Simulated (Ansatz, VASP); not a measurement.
## Ti in VASP and in Ansatz

```
Ti
1.0
    -1.64100    1.64100    1.64100
     1.64100   -1.64100    1.64100
     1.64100    1.64100   -1.64100
Ti
1
Cartesian
  0.0000 0.0000 0.0000
```

Alike in both runs: task single point; functional PBE; k mesh 11 × 11 × 11; occupations gaussian, width 0.019 eV; no spin polarisation.

|  | VASP | Ansatz |
| --- | --- | --- |
| version | VASP 6.6.1 | Ansatz 0.2.0 |
| potentials or method | VASP PAW PBE potentials, release 64 (Ti_sv), cutoff 520 eV | all-electron LAPW, scalar-relativistic |

Ansatz gave:

- gap on the k mesh at the Fermi level (eV): none
- pressure (GPa): -2.9

Task: Which values does VASP return?

Result: gap on the k mesh at the Fermi level (eV): none; pressure (GPa): -3.1.

A gap of «none» marks a metal or a gap that the smearing closes. Ansatz ran all-electron here, and VASP with PAW potentials.
